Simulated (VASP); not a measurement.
A run of VASP 6.6.1 is set up as follows.

The input INCAR:

```
ALGO = Normal
EDIFF = 1E-7
ENCUT = 520
GGA = PE
ISIF = 2
ISMEAR = 0
LASPH = T
LCHARG = T
LELF = T
LREAL = F
LVHAR = T
LWAVE = F
NBANDS = 17
NELM = 100
PREC = Accurate
SIGMA = 0.015
```

The input KPOINTS:

```
k-points
0
Gamma
  7 7 7
```

Contents of POSCAR:

```
TePb
1.0
    4.0022870000      0.0000000000      0.0000000000
    0.0000000000      4.0022870000      0.0000000000
    0.0000000000      0.0000000000      4.0022870000
Pb Te
1 1
Direct
    0.0000000000      0.0000000000      0.0000000000
    0.5000000000      0.5000000000      0.5000000000
```

Potentials or basis: VASP PAW PBE potentials, release 64 (Pb_d, Te).

Run with:

```bash
$ cat potpaw_PBE.64/Pb_d/POTCAR potpaw_PBE.64/Te/POTCAR > POTCAR
$ mpirun -np 1 vasp_std > vasp.out
```

Question: What does it give for the band gap on the k mesh?

Answer: Zero (band 10 reaches 6.58 eV, above the bottom of band 11 at 5.77 eV).

Question: What does it give for the pressure?

Answer: 0.0 GPa.

Caveat: spin-orbit coupling is left out, which moves the levels of the heavy elements.
